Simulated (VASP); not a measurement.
# GaW2 (P6/mmm) in VASP: single point with PBE

Aim: the single point of GaW2 with PBE.

All numbers are computed with VASP 6.6.1; they aren't measurements. Logs are shortened: lines on timing, memory, paths and dates and some standing lists are left out, and cuts for length are marked.

## (1) The cell of the first run

The structure is hexagonal, space group P6/mmm (No. 191). The conventional cell has a = 4.585 Å, b = 4.585 Å, c = 2.696 Å, α = 90.00°, β = 90.00°, γ = 120.00°. Within 3.6 Å of Ga (site symmetry 6/mmm) lie 2 Ga at 2.70 Å and 12 W at 2.97 Å. W (site symmetry -6m2) has 5 W at 2.65 to 2.70 Å and 6 Ga at 2.97 Å within 3.5 Å.

## (2) Single point, PBE

File INCAR:

```
SYSTEM = GaW2
ALGO = Fast
EDIFF = 1E-6
ENCUT = 520
GGA = PE
ISIF = 2
ISMEAR = 0
LASPH = .True.
LCHARG = .False.
LREAL = .False.
LWAVE = .False.
NBANDS = 28
NELM = 100
PREC = Accurate
SIGMA = 0.1
```

File KPOINTS:

```
k-points
0
Gamma
  12 12 18
  0 0 0
```

File POSCAR:

```
GaW2
1.0
    4.5852910297      0.0000000000      0.0000000000
   -2.2926455149      3.9709785154      0.0000000000
    0.0000000000      0.0000000000      2.6961274222
Ga W
1 2
Direct
    0.0000000000      0.0000000000      0.0000000000
    0.3333333333      0.6666666667      0.5000000000
    0.6666666667      0.3333333333      0.5000000000
```

Potentials or basis: VASP PAW PBE potentials, release 64 (Ga_d, W_sv).

On the command line:

```bash
$ cat potpaw_PBE.64/Ga_d/POTCAR potpaw_PBE.64/W_sv/POTCAR > POTCAR
$ mpirun -np 1 vasp_std > vasp.out
```

OUTCAR:

```text
SYSTEM = GaW2
   EDIFF = 1E-6
   ENCUT = 520
   GGA = PE
   ISIF = 2
   ISMEAR = 0
   LASPH = .True.
   LREAL = .False.
   NELM = 100
   PREC = Accurate

 ion  position               nearest neighbor table
   1  0.000  0.000  0.000-   2 2.97   3 2.97   2 2.97   3 2.97   2 2.97   2 2.97   3 2.97   3 2.97
                             3 2.97   3 2.97   2 2.97   2 2.97
   2  0.333  0.667  0.500-   3 2.65   3 2.65   3 2.65   1 2.97   1 2.97   1 2.97   1 2.97   1 2.97
                             1 2.97
   3  0.667  0.333  0.500-   2 2.65   2 2.65   2 2.65   1 2.97   1 2.97   1 2.97   1 2.97   1 2.97
                             1 2.97

  LATTYP: Found a hexagonal cell.
 ALAT       =     4.5852910297
 C/A-ratio  =     0.5879948306

  Lattice vectors:

 A1 = (   4.5852910297,   0.0000000000,   0.0000000000)
 A2 = (  -2.2926455149,   3.9709785154,   0.0000000000)
 A3 = (   0.0000000000,   0.0000000000,   2.6961274222)

Analysis of symmetry for initial positions (statically):
=====================================================================
 Subroutine PRICEL returns:
 Original cell was already a primitive cell.

 Routine SETGRP: Setting up the symmetry group for a
 hexagonal supercell.

 Subroutine GETGRP returns: Found 24 space group operations
 (whereof 24 operations were pure point group operations)
 out of a pool of 24 trial point group operations.

The static configuration has the point symmetry D_6h.

Analysis of symmetry for dynamics (positions and initial velocities):
=====================================================================
 Subroutine PRICEL returns:
 Original cell was already a primitive cell.

 Routine SETGRP: Setting up the symmetry group for a
 hexagonal supercell.

 Subroutine GETGRP returns: Found 24 space group operations
 (whereof 24 operations were pure point group operations)
 out of a pool of 24 trial point group operations.

The dynamic configuration has the point symmetry D_6h.

 Subroutine INISYM returns: Found 24 space group operations
 (whereof 24 operations are pure point group operations),
 and found     1 'primitive' translations

----------------------------------------------------------------------------------------

                                     Primitive cell

  volume of cell :      49.0913

  direct lattice vectors                    reciprocal lattice vectors
     4.585291030  0.000000000  0.000000000     0.218088665  0.125913550  0.000000000
    -2.292645515  3.970978515  0.000000000     0.000000000  0.251827099  0.000000000
     0.000000000  0.000000000  2.696127422     0.000000000  0.000000000  0.370902351

  length of vectors
     4.585291030  4.585291030  2.696127422     0.251827099  0.251827099  0.370902351

  position of ions in fractional coordinates (direct lattice)
     0.000000000  0.000000000  0.000000000
     0.333333333  0.666666667  0.500000000
     0.666666667  0.333333333  0.500000000

  ion indices of the primitive-cell ions
   primitive index   ion index
                 1           1
                 2           2
                 3           3

----------------------------------------------------------------------------------------

 KPOINTS: k-points

Automatic generation of k-mesh.
 Grid dimensions read from file:
 generate k-points for:   12   12   18

 Generating k-lattice:

  Cartesian coordinates                     Fractional coordinates (reciprocal lattice)
     0.018174055  0.010492796  0.000000000     0.083333333  0.000000000  0.000000000
     0.000000000  0.020985592  0.000000000     0.000000000  0.083333333  0.000000000
     0.000000000  0.000000000  0.020605686     0.000000000  0.000000000  0.055555556

  Length of vectors
     0.020985592  0.020985592  0.020605686

  Shift w.r.t. Gamma in fractional coordinates (k-lattice)
     0.000000000  0.000000000  0.000000000

 Subroutine IBZKPT returns following result:
 ===========================================

 Found    190 irreducible k-points:

 Following reciprocal coordinates:
            Coordinates               Weight
  0.000000  0.000000  0.000000      1.000000
  0.083333 -0.000000  0.000000      6.000000
  0.166667 -0.000000  0.000000      6.000000
  0.250000 -0.000000  0.000000      6.000000
  0.333333  0.000000  0.000000      6.000000
  0.416667 -0.000000  0.000000      6.000000
[... 16 lines left out ...]
  0.250000 -0.000000  0.055556     12.000000
  0.333333  0.000000  0.055556     12.000000
 [... further k-points ...]
   k-points           NKPTS =    190   k-points in BZ     NKDIM =    190   number of bands    NBANDS=     28
   number of dos      NEDOS =    301   number of ions     NIONS =      3
   total plane-waves  NPLWV =  25920
   dimension x,y,z NGX =    36 NGY =   36 NGZ =   20
   dimension x,y,z NGXF=    72 NGYF=   72 NGZF=   40
   ions per type =               1   2
   NGX,Y,Z   is equivalent  to a cutoff of  13.05, 13.05, 12.33 a.u.
   NGXF,Y,Z  is equivalent  to a cutoff of  26.10, 26.10, 24.66 a.u.
 SYSTEM =  GaW2
   PREC   = accura    normal or accurate (medium, high low for compatibility)
   ISTART =      0    job   : 0-new  1-cont  2-samecut
   ICHARG =      2    charge: 1-file 2-atom 10-const
   ISPIN  =      1    spin polarized calculation?
   LNONCOLLINEAR =      F non collinear calculations
   LSORBIT =      F    spin-orbit coupling
   LASPH  =      T    aspherical Exc in radial PAW
   ENCUT  =  520.0 eV  38.22 Ry    6.18 a.u.   8.53  8.53  5.01*2*pi/ulx,y,z
   NELM   =    100;   NELMIN=  2; NELMDL= -5     # of ELM steps
   EDIFF  = 0.1E-05   stopping-criterion for ELM
   LREAL  =      F    real-space projection
   EDIFFG = 0.1E-04   stopping-criterion for IOM
   NSW    =      0    number of steps for IOM
   IBRION =     -1    ionic relax: 0-MD 1-quasi-New 2-CG
   NFREE  =      0    steps in history (QN), initial steepest desc. (CG)
   ISIF   =      2    stress and relaxation
   ISYM   =      2    0-nonsym 1-usesym 2-fastsym
   POTIM  = 0.5000    time-step for ionic-motion
   TEBEG  =    0.0;   TEEND  =   0.0 temperature during run
   PSTRESS=    0.0 pullay stress
   NELECT =      41.0000    total number of electrons
   NUPDOWN=      -1.0000    fix difference up-down
   EMIN   =  10.00;   EMAX   =-10.00  energy-range for DOS
   EFERMI =   0.00;   METHOD = LEGACY
   ISMEAR =     0;   SIGMA  =   0.10  broadening in eV -4-tet -1-fermi 0-gaus
   EFERMI_NEDOS =   21; number of points for ismear=-14 and -15
   IALGO  =     68    algorithm
   IMIX   =      4    mixing-type and parameters
     AMIX     =   0.40;   BMIX     =  1.00
     AMIX_MAG =   1.60;   BMIX_MAG =  1.00
  volume/ion in A,a.u.               =      16.36       110.43
  Fermi-wavevector in a.u.,A,eV,Ry     =   1.541705  2.913399 32.339049  2.376853
  Thomas-Fermi vector in A             =   2.647613
   LORBIT       =      0    0 simple, 1 ext, 2 COOP (PROOUT), +10 PAW based schemes
   GGA     = PE    functional components
   LHFCALC =     F    Hartree Fock is set to
   AEXX    =    0.0000 exact exchange contribution
   IVDW    =     0    specifies the selected vdW correction
   LEPSILON=     F    determine dielectric tensor
   LRPA    =     F    only Hartree local field effects (RPA)
 non-spin polarized calculation
 RMM-DIIS sequential band-by-band and
 Gauss-broadening in eV      SIGMA  =   0.10
  energy-cutoff  :      520.00
  volume of cell :       49.09
 maximum number of plane-waves:      1354
 NGX is ok and might be reduce to    36
   NGX = 17   NGY = 17   NGZ = 11

 number of electron      41.0000003 magnetization

 Free energy of the ion-electron system (eV)
  ---------------------------------------------------
  ext. energy  EPLUGINS =         0.00000000
  ---------------------------------------------------
  free energy    TOTEN  =       -27.06780664 eV

  energy without entropy =      -27.05405360  energy(sigma->0) =      -27.06093012

 E-fermi :   9.9060     XC(G=0): -12.8768

 val. band max:        9.9031515720   @ k =   0.2500  -0.0000   0.5000
 cond. band min:       9.9131167225   @ k =   0.0833  -0.0000   0.3889
 fundamental gap:      0.0099651505
 Fermi energy:         9.9059991717

 k-point     1 :       0.0000    0.0000    0.0000
  band No.  band energies     occupation
      1     -64.2486      2.00000
      2     -64.1134      2.00000
      3     -28.8029      2.00000
      4     -28.8029      2.00000
      5     -28.1214      2.00000
      6     -28.0060      2.00000
[... 20 lines left out ...]
     27      14.4162      0.00000
     28      16.8204      0.00000

 k-point     2 :       0.0833   -0.0000    0.0000
  band No.  band energies     occupation
      1     -64.2465      2.00000
      2     -64.1155      2.00000
      3     -28.8079      2.00000
      4     -28.7933      2.00000
      5     -28.1189      2.00000
      6     -28.0164      2.00000
[... 20 lines left out ...]
     27      14.1360      0.00000
     28      17.0929      0.00000

 k-point     3 :       0.1667   -0.0000    0.0000
  band No.  band energies     occupation
      1     -64.2407      2.00000
      2     -64.1215      2.00000
      3     -28.8210      2.00000
      4     -28.7657      2.00000
      5     -28.1116      2.00000
      6     -28.0463      2.00000
[... 20 lines left out ...]
     27      13.6308      0.00000
     28      17.3492      0.00000

 k-point     4 :       0.2500   -0.0000    0.0000
  band No.  band energies     occupation
      1     -64.2315      2.00000
      2     -64.1308      2.00000
      3     -28.8383      2.00000
      4     -28.7240      2.00000
      5     -28.1004      2.00000
      6     -28.0911      2.00000
[... 578 lines left out ...]
     27      13.8253      0.00000
     28      17.3784      0.00000

 k-point    23 :       0.2500   -0.0000    0.0556
  band No.  band energies     occupation
      1     -64.2293      2.00000
      2     -64.1286      2.00000
      3     -28.8344      2.00000
      4     -28.7201      2.00000
      5     -28.1342      2.00000
      6     -28.0876      2.00000
[... 20 lines left out ...]
     27      13.4705      0.00000
     28      17.5452      0.00000

 k-point    24 :       0.3333    0.0000    0.0556
  band No.  band energies     occupation
      1     -64.2180      2.00000
      2     -64.1400      2.00000
      3     -28.8509      2.00000
      4     -28.6718      2.00000
      5     -28.1403      2.00000
      6     -28.1187      2.00000
[... 20 lines left out ...]
     27      14.1176      0.00000
     28      17.8891      0.00000

 [... further k-points ...]

------------------------ aborting loop because EDIFF is reached ----------------------------------------

  FORCE on cell =-STRESS in cart. coord.  units (eV):
  Direction    XX          YY          ZZ          XY          YZ          ZX
  --------------------------------------------------------------------------------------
  -------------------------------------------------------------------------------------
  Total        0.1434732      0.1434732      0.1452670     -0.0000000      0.0000000     -0.0000000
  in kB        4.6824872      4.6824872      4.7410290     -0.0000000      0.0000000     -0.0000000
  external PRESSURE =       4.7020011 kB  Pullay stress =       0.0000000 kB

 VOLUME and BASIS-vectors are now :
 -----------------------------------------------------------------------------
  energy-cutoff  :      520.00
  volume of cell :       49.09
      direct lattice vectors                 reciprocal lattice vectors
     4.585291030  0.000000000  0.000000000     0.218088665  0.125913550  0.000000000
    -2.292645515  3.970978515  0.000000000     0.000000000  0.251827099  0.000000000
     0.000000000  0.000000000  2.696127422     0.000000000  0.000000000  0.370902351

 POSITION                                       TOTAL-FORCE (eV/Angst)
 -----------------------------------------------------------------------------------
      0.00000      0.00000      0.00000         0.000000      0.000000     -0.000000
     -0.00000      2.64732      1.34806         0.000000      0.000000      0.000000
      2.29265      1.32366      1.34806        -0.000000      0.000000     -0.000000
 -----------------------------------------------------------------------------------
    total drift:                                0.000000      0.000000     -0.000000

  FREE ENERGIE OF THE ION-ELECTRON SYSTEM (eV)
  ---------------------------------------------------
  free  energy   TOTEN  =       -27.0678066426 eV

  energy  without entropy=      -27.0540536012  energy(sigma->0) =      -27.06093012
```

Wall time 96 s (1 thread of Intel Xeon 6975P-C (Granite Rapids), shared host); peak memory 0.34 GiB.

Results:

* Free energy: -27.0678 eV
* Pressure: 0.5 GPa
* Band gap on the k mesh: zero (an odd number of electrons rules out a gap without spin polarisation)

Levels at points of the mesh, in eV from the Fermi level:
```
           k point  band 17  band 18  band 19  band 20  band 21  band 22  band 23  band 24
(0.00, 0.00, 0.00)    -4.23    -3.44    -1.53    -1.53     0.24     1.26     1.26     3.46
(0.50, 0.00, 0.00)    -3.68    -3.44    -2.89    -1.56     0.97     1.32     1.44     2.52
(0.00, 0.00, 0.50)    -4.18    -2.13    -2.13    -0.81    -0.81    -0.12    -0.12     2.60
(0.50, 0.00, 0.50)    -3.38    -2.70    -1.86    -1.86     0.10     1.00     2.45     2.63
```

Caveat: spin-orbit coupling is left out, which moves the levels of the heavy elements.
